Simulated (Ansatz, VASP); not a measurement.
## One calculation of Al8N, two programs

Contents of INCAR:

```
SYSTEM = Al8N
ALGO = Normal ; DIPOL = 0.5 0.5 0.399
EDIFF = 1E-6 ; ENCUT = 520
GGA = PE ; IDIPOL = 3
ISIF = 2 ; ISMEAR = 0
LASPH = .TRUE. ; LCHARG = .TRUE.
LDIPOL = .TRUE. ; LELF = .TRUE.
LREAL = .FALSE. ; LVACPOTAV = .TRUE.
LVHAR = .TRUE. ; LWAVE = .FALSE.
NBANDS = 24 ; NELM = 100
PREC = Accurate ; SIGMA = 0.1
```

The input KPOINTS:

```
k-points
0
G
  9 9 1
  0 0 0
```

File POSCAR:

```
Al8N
1.0
    2.8543223330      0.0000000000      0.0000000000
   -1.4271611665      2.4719156510      0.0000000000
    0.0000000000      0.0000000000     33.4760593533
Al N
8 1
Direct
    0.3333333333      0.6666666667      0.1194883770
    0.0000000000      0.0000000000      0.1895622803
    0.6666666667      0.3333333333      0.2596361837
    0.0000000000      0.0000000000      0.3297100869
    0.3333333333      0.6666666667      0.3992195594
    0.0000000000      0.0000000000      0.4696536480
    0.6666666667      0.3333333333      0.5400996810
    0.0000000000      0.0000000000      0.6116627748
    0.4444444444     -0.4444444444      0.6734980099
```

Input for Ansatz:

```yaml
crystal:
  lattice:
    - [2.854322333, 0.0, 0.0]
    - [-1.4271611665, 2.471915651, 0.0]
    - [0.0, 0.0, 33.4760593533]
  atoms:
    - { symbol: Al, position: [0.3333333333, 0.6666666667, 0.119488377] }
    - { symbol: Al, position: [0.0, 0.0, 0.1895622803] }
    - { symbol: Al, position: [0.6666666667, 0.3333333333, 0.2596361837] }
    - { symbol: Al, position: [0.0, 0.0, 0.3297100869] }
    - { symbol: Al, position: [0.3333333333, 0.6666666667, 0.3992195594] }
    - { symbol: Al, position: [0.0, 0.0, 0.469653648] }
    - { symbol: Al, position: [0.6666666667, 0.3333333333, 0.540099681] }
    - { symbol: Al, position: [0.0, 0.0, 0.6116627748] }
    - { symbol: "N", position: [0.4444444444, -0.4444444444, 0.6734980099] }
basis:
  ecutwfc: 420
kpoints:
  mp_grid: { grid: [9, 9, 1] }
hamiltonian:
  xc: pbe
scf:
  occupations: { method: gaussian, width: 0.1 }
output:
  forces: true
  eigenvalues: true
efield:
  axis: 3
  dipole_correction: true
  ramp_width: 0.04
```

Alike in both runs: task single point; functional PBE; k mesh 9 × 9 × 1; occupations gaussian, width 0.1 eV; no spin polarisation.

|  | VASP | Ansatz |
| --- | --- | --- |
| version | VASP 6.6.1 | Ansatz 0.2.0 |
| potentials or method | VASP PAW PBE potentials, release 64 (Al, N), cutoff 520 eV | scalar-relativistic, plane waves, PAW |
| valence electrons in the cell | 29 | 29 |

|  | VASP | Ansatz | Ansatz less VASP |
| --- | --- | --- | --- |
| gap on the k mesh at the Fermi level (eV) | none | none | - |
| rms of the force components (eV/Å) | 0.730 | 0.731 | +0.0017 |
| work function, face that differs most (eV) | 4.07 | 4.09 | +0.022 |

Atom by atom the forces differ by 0.002 eV/Å (rms over components). A gap of «none» marks a metal or a gap that the smearing closes.
